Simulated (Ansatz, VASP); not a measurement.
**Al: VASP beside Ansatz**

File INCAR:

```
SYSTEM = Al
PREC     = Accurate       ! precision mode
ENCUT    = 400            ! plane-wave cutoff, eV
EDIFF    = 1E-6           ! SCF threshold, eV
ISMEAR   = 1              ! smearing method
SIGMA    = 0.1            ! smearing width, eV
LREAL    = .FALSE.        ! projectors in reciprocal space
LASPH    = .TRUE.         ! aspherical terms in the spheres
NELM     = 120            ! most SCF steps
ALGO     = Normal         ! electronic algorithm
ISIF     = 2              ! what is computed and relaxed
LWAVE    = .FALSE.        ! write WAVECAR
LCHARG   = .FALSE.        ! write CHGCAR
LDIPOL   = .TRUE.       
IDIPOL   = 3            
DIPOL    = 0.5 0.5 0.703
GGA      = PE             ! functional
NBANDS   = 14             ! bands
GGA_COMPAT= .FALSE.      
NELMDL   = -8
```

File KPOINTS:

```
Automatic mesh
0
G
  15 15 1
  0 0 0
```

The input POSCAR:

```
Al
1.0
    3.0028735933      0.0000000291      0.0000000000
   -1.5014368219      2.6005648016      0.0000000000
    0.0000000000      0.0000000000     32.0806504087
Al
4
Direct
    0.0000000000      1.0000000000      0.5982360371
    0.6666666667      0.3333333333      0.6685999296
    0.3333333333      0.6666666667      0.7371882271
    0.0000000000      1.0000000000      0.8072483398
```

Input for Ansatz:

```yaml
crystal:
  lattice:
    - [3.0028735933, 2.91e-08, 0.0]
    - [-1.5014368219, 2.6005648016, 0.0]
    - [0.0, 0.0, 32.0806504087]
  atoms:
    - { symbol: Al, position: [0.0, 1.0, 0.5982360371] }
    - { symbol: Al, position: [0.6666666667, 0.3333333333, 0.6685999296] }
    - { symbol: Al, position: [0.3333333333, 0.6666666667, 0.7371882271] }
    - { symbol: Al, position: [0.0, 1.0, 0.8072483398] }
basis:
  ecutwfc: 420
kpoints:
  mp_grid: { grid: [15, 15, 1] }
hamiltonian:
  xc: pbe
  pseudopotentials: { kind: paw, azcp: { folder: soft_1 } }
scf:
  occupations: { method: methfessel_paxton, width: 0.1 }
  n_extra_bands: 8
  max_iter: 160
output:
  forces: true
  eigenvalues: true
  write_density: true
  write_potential: true
  elf: true
  volumetric_format: npy
efield:
  axis: 3
  dipole_correction: true
```

Alike in both runs: task single point; functional PBE; k mesh 15 × 15 × 1; occupations methfessel-paxton of order 1, width 0.1 eV; no spin polarisation.

|  | VASP | Ansatz |
| --- | --- | --- |
| version | VASP 6.6.1 | Ansatz 0.2.0 |
| potentials or method | VASP PAW PBE potentials, release 64 (Al), cutoff 400 eV | scalar-relativistic, plane waves, PAW |
| valence electrons in the cell | 12 | 12 |

VASP gave:

| Property | Result |
| --- | --- |
| gap on the k mesh at the Fermi level (eV) | none |
| rms of the force components (eV/Å) | 0.040 |

Question: Which values does Ansatz return?

Answer: gap on the k mesh at the Fermi level (eV): none; rms of the force components (eV/Å): 0.041.

Atom by atom the forces differ by 0.000 eV/Å (rms over components). A gap of «none» marks a metal or a gap that the smearing closes. Ansatz's warnings: xc potential rough in thin density.
